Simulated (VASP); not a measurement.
# TiAl3 (I4/mmm) in VASP: a series of runs

The runs below take TiAl3 through single point, with LDA.

Everything below comes from runs of VASP 6.6.1. Logs are shortened: lines on timing, memory, paths and dates and some standing lists are left out, and cuts for length are marked.

### 1 The cell of the first run

Symmetry: I4/mmm, No. 139, tetragonal system. The conventional cell has a = 3.640 Å, b = 3.640 Å, c = 8.484 Å, α = 90.00°, β = 90.00°, γ = 90.00°. Ti (site symmetry 4/mmm) has 12 Al at 2.57 to 2.79 Å within 3.4 Å. Within 3.4 Å of Al (site symmetry 4/mmm) lie 4 Ti at 2.57 Å and 8 Al at 2.79 Å. Al (site symmetry -4m2) has 8 Al at 2.57 to 2.79 Å and 4 Ti at 2.79 Å within 3.4 Å.

### 2 Single point, LDA (normal strain along x -0.0367, normal strain along y -0.0367)

INCAR reads:

```
PREC = Accurate
ENCUT = 520
EDIFF = 1E-6
ISMEAR = 0
SIGMA = 0.15
LREAL = F
LASPH = T
NELM = 100
ALGO = Fast
ISIF = 2
LWAVE = F
LCHARG = T
LELF = T
LVHAR = T
NBANDS = 18
```

KPOINTS reads:

```
regular mesh
0
Gamma
  14 14 14
```

POSCAR reads:

```
TiAl3
1.0
   -1.8200019252      1.8200019252      4.2417642881
    1.8200019252     -1.8200019252      4.2417642881
    1.8200019252      1.8200019252     -4.2417642881
Ti Al
1 3
Direct
    0.0000000000      0.0000000000      0.0000000000
    0.5000000000      0.5000000000      0.0000000000
    0.7500000000      0.2500000000      0.5000000000
    0.2500000000      0.7500000000      0.5000000000
```

Potentials or basis: VASP PAW LDA potentials, release 64 (Ti_sv, Al).

The run is started by

```sh
$ cat potpaw_LDA.64/Ti_sv/POTCAR potpaw_LDA.64/Al/POTCAR > POTCAR
$ mpirun -np 1 vasp_std > vasp.out
```

OUTCAR:

```text
PREC = Accurate
   ENCUT = 520
   EDIFF = 1E-6
   ISMEAR = 0
   LREAL = F
   LASPH = T
   NELM = 100
   ISIF = 2

 ion  position               nearest neighbor table
   1  0.000  0.000  0.000-   2 2.57   2 2.57   2 2.57   2 2.57   4 2.79   3 2.79   4 2.79   4 2.79
                             3 2.79   3 2.79   4 2.79   3 2.79
   2  0.500  0.500  0.000-   1 2.57   1 2.57   1 2.57   1 2.57   4 2.79   3 2.79   4 2.79   3 2.79
                             4 2.79   4 2.79   3 2.79   3 2.79
   3  0.750  0.250  0.500-   4 2.57   4 2.57   4 2.57   4 2.57   2 2.79   1 2.79   2 2.79   1 2.79
                             2 2.79   2 2.79   1 2.79   1 2.79
   4  0.250  0.750  0.500-   3 2.57   3 2.57   3 2.57   3 2.57   2 2.79   1 2.79   2 2.79   2 2.79
                             1 2.79   1 2.79   2 2.79   1 2.79

  LATTYP: Found a body centered tetragonal cell.
 ALAT       =     3.6400038504
 C/A-ratio  =     2.3306372534

  Lattice vectors:

 A1 = (  -1.8200019252,   1.8200019252,   4.2417642881)
 A2 = (   1.8200019252,  -1.8200019252,   4.2417642881)
 A3 = (   1.8200019252,   1.8200019252,  -4.2417642881)

Analysis of symmetry for initial positions (statically):
=====================================================================
 Subroutine PRICEL returns:
 Original cell was already a primitive cell.

 Routine SETGRP: Setting up the symmetry group for a
 body centered tetragonal supercell.

 Subroutine GETGRP returns: Found 16 space group operations
 (whereof 16 operations were pure point group operations)
 out of a pool of 16 trial point group operations.

The static configuration has the point symmetry D_4h.

Analysis of symmetry for dynamics (positions and initial velocities):
=====================================================================
 Subroutine PRICEL returns:
 Original cell was already a primitive cell.

 Routine SETGRP: Setting up the symmetry group for a
 body centered tetragonal supercell.

 Subroutine GETGRP returns: Found 16 space group operations
 (whereof 16 operations were pure point group operations)
 out of a pool of 16 trial point group operations.

The dynamic configuration has the point symmetry D_4h.

 Subroutine INISYM returns: Found 16 space group operations
 (whereof 16 operations are pure point group operations),
 and found     1 'primitive' translations

----------------------------------------------------------------------------------------

                                     Primitive cell

  volume of cell :      56.2018

  direct lattice vectors                    reciprocal lattice vectors
    -1.820001925  1.820001925  4.241764288     0.000000000  0.274724984  0.117875480
     1.820001925 -1.820001925  4.241764288     0.274724984  0.000000000  0.117875480
     1.820001925  1.820001925 -4.241764288     0.274724984  0.274724984  0.000000000

  length of vectors
     4.961590299  4.961590299  4.961590299     0.298945556  0.298945556  0.388519798

  position of ions in fractional coordinates (direct lattice)
     0.000000000  0.000000000  0.000000000
     0.500000000  0.500000000  0.000000000
     0.750000000  0.250000000  0.500000000
     0.250000000  0.750000000  0.500000000

  ion indices of the primitive-cell ions
   primitive index   ion index
                 1           1
                 2           2
                 3           3
                 4           4

----------------------------------------------------------------------------------------

 KPOINTS: regular mesh

Automatic generation of k-mesh.
 Grid dimensions read from file:
 generate k-points for:   14   14   14

 Generating k-lattice:

  Cartesian coordinates                     Fractional coordinates (reciprocal lattice)
     0.000000000  0.019623213  0.008419677     0.071428571  0.000000000  0.000000000
     0.019623213  0.000000000  0.008419677     0.000000000  0.071428571  0.000000000
     0.019623213  0.019623213  0.000000000     0.000000000  0.000000000  0.071428571

  Length of vectors
     0.021353254  0.021353254  0.027751414

  Shift w.r.t. Gamma in fractional coordinates (k-lattice)
     0.000000000  0.000000000  0.000000000

 Subroutine IBZKPT returns following result:
 ===========================================

 Found    244 irreducible k-points:

 Following reciprocal coordinates:
            Coordinates               Weight
  0.000000  0.000000  0.000000      1.000000
  0.071429 -0.000000  0.000000      8.000000
  0.142857 -0.000000  0.000000      8.000000
  0.214286  0.000000 -0.000000      8.000000
  0.285714  0.000000  0.000000      8.000000
  0.357143  0.000000 -0.000000      8.000000
[... 16 lines left out ...]
  0.214286  0.142857  0.000000     16.000000
  0.285714  0.142857 -0.000000     16.000000
 [... further k-points ...]
   k-points           NKPTS =    244   k-points in BZ     NKDIM =    244   number of bands    NBANDS=     18
   number of dos      NEDOS =    301   number of ions     NIONS =      4
   total plane-waves  NPLWV =  64000
   dimension x,y,z NGX =    40 NGY =   40 NGZ =   40
   dimension x,y,z NGXF=    80 NGYF=   80 NGZF=   80
   ions per type =               1   3
   NGX,Y,Z   is equivalent  to a cutoff of  13.40, 13.40, 13.40 a.u.
   NGXF,Y,Z  is equivalent  to a cutoff of  26.81, 26.81, 26.81 a.u.
 SYSTEM =  unknown system
   PREC   = accura    normal or accurate (medium, high low for compatibility)
   ISTART =      0    job   : 0-new  1-cont  2-samecut
   ICHARG =      2    charge: 1-file 2-atom 10-const
   ISPIN  =      1    spin polarized calculation?
   LNONCOLLINEAR =      F non collinear calculations
   LSORBIT =      F    spin-orbit coupling
   LASPH  =      T    aspherical Exc in radial PAW
   ENCUT  =  520.0 eV  38.22 Ry    6.18 a.u.   9.23  9.23  9.23*2*pi/ulx,y,z
   NELM   =    100;   NELMIN=  2; NELMDL= -5     # of ELM steps
   EDIFF  = 0.1E-05   stopping-criterion for ELM
   LREAL  =      F    real-space projection
   EDIFFG = 0.1E-04   stopping-criterion for IOM
   NSW    =      0    number of steps for IOM
   IBRION =     -1    ionic relax: 0-MD 1-quasi-New 2-CG
   NFREE  =      0    steps in history (QN), initial steepest desc. (CG)
   ISIF   =      2    stress and relaxation
   ISYM   =      2    0-nonsym 1-usesym 2-fastsym
   POTIM  = 0.5000    time-step for ionic-motion
   TEBEG  =    0.0;   TEEND  =   0.0 temperature during run
   PSTRESS=    0.0 pullay stress
   NELECT =      21.0000    total number of electrons
   NUPDOWN=      -1.0000    fix difference up-down
   EMIN   =  10.00;   EMAX   =-10.00  energy-range for DOS
   EFERMI =   0.00;   METHOD = LEGACY
   ISMEAR =     0;   SIGMA  =   0.15  broadening in eV -4-tet -1-fermi 0-gaus
   EFERMI_NEDOS =   21; number of points for ismear=-14 and -15
   IALGO  =     68    algorithm
   IMIX   =      4    mixing-type and parameters
     AMIX     =   0.40;   BMIX     =  1.00
     AMIX_MAG =   1.60;   BMIX_MAG =  1.00
  volume/ion in A,a.u.               =      14.05        94.82
  Fermi-wavevector in a.u.,A,eV,Ry     =   1.179138  2.228247 18.917074  1.390366
  Thomas-Fermi vector in A             =   2.315454
   LORBIT       =      0    0 simple, 1 ext, 2 COOP (PROOUT), +10 PAW based schemes
   GGA     = CA    functional components
   LHFCALC =     F    Hartree Fock is set to
   AEXX    =    0.0000 exact exchange contribution
   IVDW    =     0    specifies the selected vdW correction
   LEPSILON=     F    determine dielectric tensor
   LRPA    =     F    only Hartree local field effects (RPA)
 non-spin polarized calculation
 RMM-DIIS sequential band-by-band and
 Gauss-broadening in eV      SIGMA  =   0.15
  energy-cutoff  :      520.00
  volume of cell :       56.20
 maximum number of plane-waves:      1542
 NGX is ok and might be reduce to    40
   NGX = 19   NGY = 19   NGZ = 19

 number of electron      20.9999999 magnetization

 Free energy of the ion-electron system (eV)
  ---------------------------------------------------
  ext. energy  EPLUGINS =         0.00000000
  ---------------------------------------------------
  free energy    TOTEN  =       -22.62273099 eV

  energy without entropy =      -22.60683546  energy(sigma->0) =      -22.61478322

 E-fermi :   9.2555     XC(G=0): -11.4278

 val. band max:        9.2463625363   @ k =  -0.3571  -0.3571   0.2857
 cond. band min:       9.2580564569   @ k =  -0.3571  -0.4286   0.3571
 fundamental gap:      0.0116939206
 Fermi energy:         9.2555405426

 k-point     1 :       0.0000    0.0000    0.0000
  band No.  band energies     occupation
      1     -46.1640      2.00000
      2     -22.8922      2.00000
      3     -22.8922      2.00000
      4     -22.8335      2.00000
      5      -1.3879      2.00000
      6       5.9769      2.00000
[... 10 lines left out ...]
     17      13.4968      0.00000
     18      13.5002      0.00000

 k-point     2 :       0.0714   -0.0000    0.0000
  band No.  band energies     occupation
      1     -46.1638      2.00000
      2     -22.8950      2.00000
      3     -22.8921      2.00000
      4     -22.8333      2.00000
      5      -1.3178      2.00000
      6       5.6771      2.00000
[... 10 lines left out ...]
     17      13.5212      0.00000
     18      13.9169      0.00000

 k-point     3 :       0.1429   -0.0000    0.0000
  band No.  band energies     occupation
      1     -46.1634      2.00000
      2     -22.9026      2.00000
      3     -22.8916      2.00000
      4     -22.8329      2.00000
      5      -1.1088      2.00000
      6       5.3152      2.00000
[... 10 lines left out ...]
     17      13.6459      0.00000
     18      14.8728      0.00000

 k-point     4 :       0.2143    0.0000   -0.0000
  band No.  band energies     occupation
      1     -46.1628      2.00000
      2     -22.9135      2.00000
      3     -22.8909      2.00000
      4     -22.8323      2.00000
      5      -0.7647      2.00000
      6       4.9305      2.00000
[... 10 lines left out ...]
     17      14.0211      0.00000
     18      15.8661      0.00000

 k-point     5 :       0.2857    0.0000    0.0000
  band No.  band energies     occupation
      1     -46.1621      2.00000
      2     -22.9256      2.00000
      3     -22.8901      2.00000
      4     -22.8316      2.00000
      5      -0.2920      2.00000
      6       4.3646      2.00000
[... 10 lines left out ...]
     17      14.6453      0.00000
     18      15.3852      0.00000

 k-point     6 :       0.3571    0.0000   -0.0000
  band No.  band energies     occupation
      1     -46.1614      2.00000
      2     -22.9366      2.00000
      3     -22.8894      2.00000
      4     -22.8310      2.00000
      5       0.3003      2.00000
      6       3.5601      2.00000
[... 10 lines left out ...]
     17      14.6656      0.00000
     18      15.5613      0.00000

 k-point     7 :       0.4286    0.0000   -0.0000
  band No.  band energies     occupation
      1     -46.1610      2.00000
      2     -22.9441      2.00000
      3     -22.8890      2.00000
      4     -22.8306      2.00000
      5       0.9980      2.00000
      6       2.6781      2.00000
[... 10 lines left out ...]
     17      14.3695      0.00000
     18      16.0530      0.00000

 k-point     8 :       0.5000   -0.0000    0.0000
  band No.  band energies     occupation
      1     -46.1608      2.00000
      2     -22.9468      2.00000
      3     -22.8888      2.00000
      4     -22.8304      2.00000
      5       1.6723      2.00000
      6       1.9354      2.00000
[... 10 lines left out ...]
     17      14.2738      0.00000
     18      15.6935      0.00000
[... 229 lines left out ...]
     17      14.2418      0.00000
     18      15.3973      0.00000

 k-point    20 :      -0.1429    0.0714   -0.0000
  band No.  band energies     occupation
      1     -46.1632      2.00000
      2     -22.9024      2.00000
      3     -22.8942      2.00000
      4     -22.8325      2.00000
      5      -1.0819      2.00000
      6       5.7402      2.00000
[... 10 lines left out ...]
     17      13.9843      0.00000
     18      14.9083      0.00000

 k-point    21 :      -0.0714    0.0714    0.0000
  band No.  band energies     occupation
      1     -46.1637      2.00000
      2     -22.8950      2.00000
      3     -22.8945      2.00000
      4     -22.8331      2.00000
      5      -1.2693      2.00000
      6       6.0819      2.00000
[... 10 lines left out ...]
     17      13.7900      0.00000
     18      14.0036      0.00000

 k-point    22 :       0.1429    0.1429    0.0000
  band No.  band energies     occupation
      1     -46.1628      2.00000
      2     -22.9026      2.00000
      3     -22.9010      2.00000
      4     -22.8326      2.00000
      5      -0.7511      2.00000
      6       4.6583      2.00000
[... 10 lines left out ...]
     17      14.8534      0.00000
     18      15.0762      0.00000

 k-point    23 :       0.2143    0.1429    0.0000
  band No.  band energies     occupation
      1     -46.1622      2.00000
      2     -22.9126      2.00000
      3     -22.9008      2.00000
      4     -22.8320      2.00000
      5      -0.3738      2.00000
      6       4.4140      2.00000
[... 10 lines left out ...]
     17      14.4999      0.00000
     18      15.7117      0.00000

 k-point    24 :       0.2857    0.1429   -0.0000
  band No.  band energies     occupation
      1     -46.1615      2.00000
      2     -22.9245      2.00000
      3     -22.8999      2.00000
      4     -22.8313      2.00000
      5       0.1264      2.00000
      6       4.0981      2.00000
[... 10 lines left out ...]
     17      14.4453      0.00000
     18      15.8897      0.00000

 [... further k-points ...]

------------------------ aborting loop because EDIFF is reached ----------------------------------------

  FORCE on cell =-STRESS in cart. coord.  units (eV):
  Direction    XX          YY          ZZ          XY          YZ          ZX
  --------------------------------------------------------------------------------------
  -------------------------------------------------------------------------------------
  Total        4.8715217      4.8715217      1.4925654      0.0000000      0.0000000      0.0000000
  in kB      138.8752992    138.8752992     42.5494280      0.0000000      0.0000000      0.0000000
  external PRESSURE =     106.7666755 kB  Pullay stress =       0.0000000 kB

 VOLUME and BASIS-vectors are now :
 -----------------------------------------------------------------------------
  energy-cutoff  :      520.00
  volume of cell :       56.20
      direct lattice vectors                 reciprocal lattice vectors
    -1.820001925  1.820001925  4.241764288     0.000000000  0.274724984  0.117875480
     1.820001925 -1.820001925  4.241764288     0.274724984  0.000000000  0.117875480
     1.820001925  1.820001925 -4.241764288     0.274724984  0.274724984  0.000000000

 POSITION                                       TOTAL-FORCE (eV/Angst)
 -----------------------------------------------------------------------------------
      0.00000      0.00000      0.00000        -0.000000     -0.000000     -0.000000
      0.00000      0.00000      4.24176        -0.000000     -0.000000     -0.000000
     -0.00000      1.82000      2.12088         0.000000      0.000000      0.000000
      1.82000     -0.00000      2.12088         0.000000      0.000000      0.000000
 -----------------------------------------------------------------------------------
    total drift:                               -0.000000     -0.000000      0.000000

  FREE ENERGIE OF THE ION-ELECTRON SYSTEM (eV)
  ---------------------------------------------------
  free  energy   TOTEN  =       -22.6227309859 eV

  energy  without entropy=      -22.6068354624  energy(sigma->0) =      -22.61478322
```

Wall time 5.5 min (1 thread of Intel Xeon 6975P-C (Granite Rapids), shared host); peak memory 0.37 GiB.

Results:

| Quantity | Value |
| --- | --- |
| Free energy | -22.6227 eV |
| Pressure | 10.7 GPa |
| Band gap on the k mesh | zero (an odd number of electrons rules out a gap without spin polarisation) |

Stress tensor (GPa, compression positive):
```
13.89  0.00  0.00
 0.00 13.89  0.00
 0.00  0.00  4.25
```

Caveat: the cell differs from its parent crystal (normal strain along x -0.0367, normal strain along y -0.0367); the stress differs along the axes, from 4 to 14 GPa.

(Part 1 of 2 ends here.)
